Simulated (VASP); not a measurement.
# CdS (P6_3mc) in VASP: a series of runs, part 2 of 2

VASP 6.6.1. Earlier steps stand in the parts before.

### 4 Single point, r2SCAN

This run uses another cell than the first one, of the same volume but with other edges.

Input file POSCAR:

```
CdS
1.0
    4.0680972297      0.0000000000      0.0000000000
   -2.0340486148      3.5230755460      0.0000000000
    0.0000000000      0.0000000000      6.9721324289
Cd S
2 2
Direct
    0.3333333333      0.6666666667      0.0000000000
    0.6666666667      0.3333333333      0.5000000000
    0.3333333333      0.6666666667      0.3850000000
    0.6666666667      0.3333333333      0.8850000000
```

Input file INCAR.step1:

```
ALGO = Normal
EDIFF = 1E-4
ENCUT = 520
GGA = PE
ISMEAR = 0
LASPH = True
LCHARG = False
LREAL = False
LWAVE = True
NBANDS = 26
NELM = 100
PREC = Accurate
SIGMA = 0.05
```

Input file INCAR.step2:

```
ALGO = Normal
EDIFF = 1E-7
ENCUT = 520
ISIF = 2
ISMEAR = 0
ISTART = 1
LASPH = True
LCHARG = True
LELF = True
LMIXTAU = True
LREAL = False
LVHAR = True
LWAVE = False
METAGGA = R2SCAN
NBANDS = 26
NELM = 100
PREC = Accurate
SIGMA = 0.05
```

Input file KPOINTS:

```
k-points
0
Gamma
  12 12 6
```

Potentials or basis: VASP PAW PBE potentials, release 64 (Cd, S).

Started as:

```
> cat potpaw_PBE.64/Cd/POTCAR potpaw_PBE.64/S/POTCAR > POTCAR
> cp INCAR.step1 INCAR
> mpirun -np 1 vasp_std > vasp.out
> cp INCAR.step2 INCAR
> mpirun -np 1 vasp_std > vasp.out
```

OUTCAR:

```text
EDIFF = 1E-7
   ENCUT = 520
   ISIF = 2
   ISMEAR = 0
   ISTART = 1
   LASPH = True
   LREAL = False
   METAGGA = R2SCAN
   NELM = 100
   PREC = Accurate

 ion  position               nearest neighbor table
   1  0.333  0.667  0.000-   4 2.48   4 2.48   4 2.48   3 2.68
   2  0.667  0.333  0.500-   3 2.48   3 2.48   3 2.48   4 2.68
   3  0.333  0.667  0.385-   2 2.48   2 2.48   2 2.48   1 2.68
   4  0.667  0.333  0.885-   1 2.48   1 2.48   1 2.48   2 2.68

  LATTYP: Found a hexagonal cell.
 ALAT       =     4.0680972297
 C/A-ratio  =     1.7138558975

  Lattice vectors:

 A1 = (   4.0680972297,   0.0000000000,   0.0000000000)
 A2 = (  -2.0340486148,   3.5230755460,   0.0000000000)
 A3 = (   0.0000000000,   0.0000000000,   6.9721324289)

Analysis of symmetry for initial positions (statically):
=====================================================================
 Subroutine PRICEL returns:
 Original cell was already a primitive cell.

 Routine SETGRP: Setting up the symmetry group for a
 hexagonal supercell.

 Subroutine GETGRP returns: Found 12 space group operations
 (whereof  6 operations were pure point group operations)
 out of a pool of 24 trial point group operations.

The static configuration has the point symmetry C_3v.
 The point group associated with its full space group is C_6v.

Analysis of symmetry for dynamics (positions and initial velocities):
=====================================================================
 Subroutine PRICEL returns:
 Original cell was already a primitive cell.

 Routine SETGRP: Setting up the symmetry group for a
 hexagonal supercell.

 Subroutine GETGRP returns: Found 12 space group operations
 (whereof  6 operations were pure point group operations)
 out of a pool of 24 trial point group operations.

The dynamic configuration has the point symmetry C_3v.
 The point group associated with its full space group is C_6v.

 Subroutine INISYM returns: Found 12 space group operations
 (whereof  6 operations are pure point group operations),
 and found     1 'primitive' translations

----------------------------------------------------------------------------------------

                                     Primitive cell

  volume of cell :      99.9261

  direct lattice vectors                    reciprocal lattice vectors
     4.068097230  0.000000000  0.000000000     0.245815167  0.141921453  0.000000000
    -2.034048615  3.523075546  0.000000000     0.000000000  0.283842906  0.000000000
     0.000000000  0.000000000  6.972132429     0.000000000  0.000000000  0.143428142

  length of vectors
     4.068097230  4.068097230  6.972132429     0.283842906  0.283842906  0.143428142

  position of ions in fractional coordinates (direct lattice)
     0.333333333  0.666666667  0.000000000
     0.666666667  0.333333333  0.500000000
     0.333333333  0.666666667  0.385000000
     0.666666667  0.333333333  0.885000000

  ion indices of the primitive-cell ions
   primitive index   ion index
                 1           1
                 2           2
                 3           3
                 4           4

----------------------------------------------------------------------------------------

 KPOINTS: k-points

Automatic generation of k-mesh.
 Grid dimensions read from file:
 generate k-points for:   12   12    6

 Generating k-lattice:

  Cartesian coordinates                     Fractional coordinates (reciprocal lattice)
     0.020484597  0.011826788  0.000000000     0.083333333  0.000000000  0.000000000
     0.000000000  0.023653575  0.000000000     0.000000000  0.083333333  0.000000000
     0.000000000  0.000000000  0.023904690     0.000000000  0.000000000  0.166666667

  Length of vectors
     0.023653575  0.023653575  0.023904690

  Shift w.r.t. Gamma in fractional coordinates (k-lattice)
     0.000000000  0.000000000  0.000000000

 Subroutine IBZKPT returns following result:
 ===========================================

 Found     76 irreducible k-points:

 Following reciprocal coordinates:
            Coordinates               Weight
  0.000000  0.000000  0.000000      1.000000
  0.083333  0.000000  0.000000      6.000000
  0.166667  0.000000  0.000000      6.000000
  0.250000  0.000000  0.000000      6.000000
  0.333333  0.000000  0.000000      6.000000
  0.416667  0.000000  0.000000      6.000000
[... 16 lines left out ...]
  0.250000  0.000000  0.166667     12.000000
  0.333333  0.000000  0.166667     12.000000
 [... further k-points ...]
   k-points           NKPTS =     76   k-points in BZ     NKDIM =     76   number of bands    NBANDS=     26
   number of dos      NEDOS =    301   number of ions     NIONS =      4
   total plane-waves  NPLWV =  48600
   dimension x,y,z NGX =    30 NGY =   30 NGZ =   54
   dimension x,y,z NGXF=    60 NGYF=   60 NGZF=  108
   ions per type =               2   2
   NGX,Y,Z   is equivalent  to a cutoff of  12.26, 12.26, 12.88 a.u.
   NGXF,Y,Z  is equivalent  to a cutoff of  24.52, 24.52, 25.75 a.u.
 SYSTEM =  unknown system
   PREC   = accura    normal or accurate (medium, high low for compatibility)
   ISTART =      1    job   : 0-new  1-cont  2-samecut
   ICHARG =      0    charge: 1-file 2-atom 10-const
   ISPIN  =      1    spin polarized calculation?
   LNONCOLLINEAR =      F non collinear calculations
   LSORBIT =      F    spin-orbit coupling
   LASPH  =      T    aspherical Exc in radial PAW
   ENCUT  =  520.0 eV  38.22 Ry    6.18 a.u.   7.56  7.56 12.96*2*pi/ulx,y,z
   NELM   =    100;   NELMIN=  2; NELMDL=  0     # of ELM steps
   EDIFF  = 0.1E-06   stopping-criterion for ELM
   LREAL  =      F    real-space projection
   EDIFFG = 0.1E-05   stopping-criterion for IOM
   NSW    =      0    number of steps for IOM
   IBRION =     -1    ionic relax: 0-MD 1-quasi-New 2-CG
   NFREE  =      0    steps in history (QN), initial steepest desc. (CG)
   ISIF   =      2    stress and relaxation
   ISYM   =      2    0-nonsym 1-usesym 2-fastsym
   POTIM  = 0.5000    time-step for ionic-motion
   TEBEG  =    0.0;   TEEND  =   0.0 temperature during run
   PSTRESS=    0.0 pullay stress
   NELECT =      36.0000    total number of electrons
   NUPDOWN=      -1.0000    fix difference up-down
   EMIN   =  10.00;   EMAX   =-10.00  energy-range for DOS
   EFERMI =   0.00;   METHOD = LEGACY
   ISMEAR =     0;   SIGMA  =   0.05  broadening in eV -4-tet -1-fermi 0-gaus
   EFERMI_NEDOS =   21; number of points for ismear=-14 and -15
   IALGO  =     38    algorithm
   IMIX   =      4    mixing-type and parameters
     AMIX     =   0.40;   BMIX     =  1.00
     AMIX_MAG =   1.60;   BMIX_MAG =  1.00
  volume/ion in A,a.u.               =      24.98       168.58
  Fermi-wavevector in a.u.,A,eV,Ry     =   1.164884  2.201312 18.462491  1.356955
  Thomas-Fermi vector in A             =   2.301417
   LORBIT       =      0    0 simple, 1 ext, 2 COOP (PROOUT), +10 PAW based schemes
   METAGGA = R2SCAN    functional components
   LHFCALC =     F    Hartree Fock is set to
   AEXX    =    0.0000 exact exchange contribution
   IVDW    =     0    specifies the selected vdW correction
   LEPSILON=     F    determine dielectric tensor
   LRPA    =     F    only Hartree local field effects (RPA)
 non-spin polarized calculation
 Gauss-broadening in eV      SIGMA  =   0.05
  energy-cutoff  :      520.00
  volume of cell :       99.93
 maximum number of plane-waves:      2714
   NGX = 15   NGY = 15   NGZ = 25

 number of electron      36.0000007 magnetization

 Free energy of the ion-electron system (eV)
  ---------------------------------------------------
  ext. energy  EPLUGINS =         0.00000000
  ---------------------------------------------------
  free energy    TOTEN  =       -59.25999553 eV

  energy without entropy =      -59.25999553  energy(sigma->0) =      -59.25999553

 E-fermi :   1.3060     XC(G=0):  -9.6890

 val. band max:        1.0475158108   @ k =   0.0000   0.0000   0.0000
 cond. band min:       2.6556094739   @ k =   0.0000   0.0000   0.0000
 fundamental gap:      1.6080936631
 Fermi energy:         1.3059820763

 k-point     1 :       0.0000    0.0000    0.0000
  band No.  band energies     occupation
      1     -11.8799      2.00000
      2     -11.5136      2.00000
      3      -7.0041      2.00000
      4      -7.0041      2.00000
      5      -6.9415      2.00000
      6      -6.9414      2.00000
[... 685 lines left out ...]
     25       9.4232      0.00000
     26      10.6383      0.00000

 [... further k-points ...]

------------------------ aborting loop because EDIFF is reached ----------------------------------------

  FORCE on cell =-STRESS in cart. coord.  units (eV):
  Direction    XX          YY          ZZ          XY          YZ          ZX
  --------------------------------------------------------------------------------------
  -------------------------------------------------------------------------------------
  Total        2.7638585      2.7638585     -1.5749877      0.0000000      0.0000000      0.0000000
  in kB       44.3146654     44.3146654    -25.2527601      0.0000000      0.0000000      0.0000000
  external PRESSURE =      21.1255236 kB  Pullay stress =       0.0000000 kB

 VOLUME and BASIS-vectors are now :
 -----------------------------------------------------------------------------
  energy-cutoff  :      520.00
  volume of cell :       99.93
      direct lattice vectors                 reciprocal lattice vectors
     4.068097230  0.000000000  0.000000000     0.245815167  0.141921453  0.000000000
    -2.034048615  3.523075546  0.000000000     0.000000000  0.283842906  0.000000000
     0.000000000  0.000000000  6.972132429     0.000000000  0.000000000  0.143428142

 POSITION                                       TOTAL-FORCE (eV/Angst)
 -----------------------------------------------------------------------------------
     -0.00000      2.34872      0.00000         0.000000     -0.000000      0.543359
      2.03405      1.17436      3.48607        -0.000000      0.000000      0.543359
     -0.00000      2.34872      2.68427         0.000000      0.000000     -0.543359
      2.03405      1.17436      6.17034         0.000000     -0.000000     -0.543359
 -----------------------------------------------------------------------------------
    total drift:                                0.000000      0.000000     -0.002571

  FREE ENERGIE OF THE ION-ELECTRON SYSTEM (eV)
  ---------------------------------------------------
  free  energy   TOTEN  =       -59.2599955320 eV

  energy  without entropy=      -59.2599955320  energy(sigma->0) =      -59.25999553
```

Run time: 5.4 min. Hardware: 1 thread of Intel Xeon 6975P-C (Granite Rapids), shared host; peak memory 0.32 GiB.

What came out:

* Free energy: -59.2600 eV
* Pressure: 2.1 GPa
* Largest force: 0.543 eV/Å
* Band gap on the k mesh: 1.61 eV

Forces in eV/Å, atoms in the order of the input:
```
Cd   0.000  0.000  0.543
Cd   0.000  0.000  0.543
S    0.000  0.000 -0.543
S    0.000  0.000 -0.543
```

Levels at points of the mesh, in eV from the valence-band top:
```csv
k point,band 15,band 16,band 17,band 18,band 19,band 20,band 21,band 22
"(0.00, 0.00, 0.00)",-0.60,-0.22,0.00,0.00,1.61,3.38,6.80,7.15
"(0.50, 0.00, 0.00)",-2.61,-1.84,-1.29,-0.94,4.05,4.36,5.21,6.53
"(0.00, 0.00, 0.50)",-0.31,-0.31,-0.31,-0.31,3.29,3.29,6.36,6.36
"(0.50, 0.00, 0.50)",-1.46,-1.46,-1.41,-1.41,3.78,3.78,5.63,5.63
```

Caveat: the stress differs along the axes, from -3 to 4 GPa; the PAW data sets were made with another functional, which shifts forces and pressure a little. A k mesh can miss the band edges.

### 5 The runs side by side

| cell | gap on the mesh (eV) | pressure (GPa) | largest force (eV/Å) |
| --- | --- | --- | --- |
| a = 4.006, b = 4.006, c = 7.192 Å, angles 90.0, 90.0, 120.0°, 4 atoms | 1.51 | 3.2 | 0.73 |
| a = 4.191, b = 4.191, c = 6.568 Å, angles 90.0, 90.0, 120.0°, 4 atoms | 1.66 | 1.3 | 0.04 |
| a = 4.068, b = 4.068, c = 6.972 Å, angles 90.0, 90.0, 120.0°, 4 atoms | 1.61 | 2.1 | 0.54 |

Alike in all rows: task single point; level r2SCAN; potentials or basis VASP PAW PBE potentials, release 64 (Cd, S); no spin polarisation; k mesh 12 × 12 × 6; cutoff (eV) 520; smearing gaussian 0.05 eV.

Caveats: the PAW data sets were made with another functional, which shifts forces and pressure a little; the stress differs along the axes, from -4 to 7 GPa (at least some runs); the stress differs along the axes, from -3 to 4 GPa (at least some runs).

Total energies depend on the potentials used, so only differences within one code and one set of settings carry meaning.
